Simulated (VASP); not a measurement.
Here is a VASP 6.6.1 calculation.

Contents of INCAR:

```
SYSTEM = Ti12C
PREC = Accurate
ENCUT = 520
EDIFF = 1E-6
ISMEAR = 0
SIGMA = 0.15
LREAL = .False.
LASPH = .True.
NELM = 100
ALGO = Normal
ISIF = 2
LWAVE = .False.
LCHARG = .False.
GGA = PE
NBANDS = 86
```

Contents of KPOINTS:

```
regular mesh
0
Gamma
  4 3 5
  0 0 0
```

File POSCAR:

```
Ti12C
1.0
    5.9000000000      0.0000000000      0.0000000000
   -4.4250000000      7.6643250000      0.0000000000
    0.0000000000      0.0000000000      4.6846000000
Ti C
12 1
Direct
    0.1007376438      0.0026036672     -0.0101759528
   -0.0214115483      0.1843402393      0.4906339310
   -0.1340846885      0.3590032336     -0.0110948049
    0.2488889207      0.5431547418      0.4899098424
    0.1138203630      0.6890700090     -0.0100879692
    0.2434477521      0.8590309398      0.4895278123
    0.6062251661      0.0170407476     -0.0098070895
    0.4941307540      0.1850578710      0.4913022557
    0.3667973161      0.3597133423     -0.0117533552
    0.7580597000      0.5460433063      0.4899277072
    0.6150708247      0.6997665499     -0.0093366669
    0.7386436791      0.8596454741      0.4904955773
    0.3681846473      0.3611792179      0.4881750826
```

Potentials or basis: VASP PAW PBE potentials, release 64 (Ti_sv, C).

Run with:

```console
$ cat potpaw_PBE.64/Ti_sv/POTCAR potpaw_PBE.64/C/POTCAR > POTCAR
$ mpirun -np 1 vasp_std > vasp.out
```

**Question.** What does it give for the largest force?

**Answer.** 0.023 eV/Å.

**Question.** What does it give for the band gap on the k mesh?

**Answer.** Zero (bands 74 and 75 overlap by 0.23 eV).

**Question.** What does it give for the pressure?

**Answer.** 0.7 GPa.

Stress tensor (GPa, compression positive):
```
-3.95 -0.13  0.00
-0.13  9.54  0.01
 0.00  0.01 -3.49
```
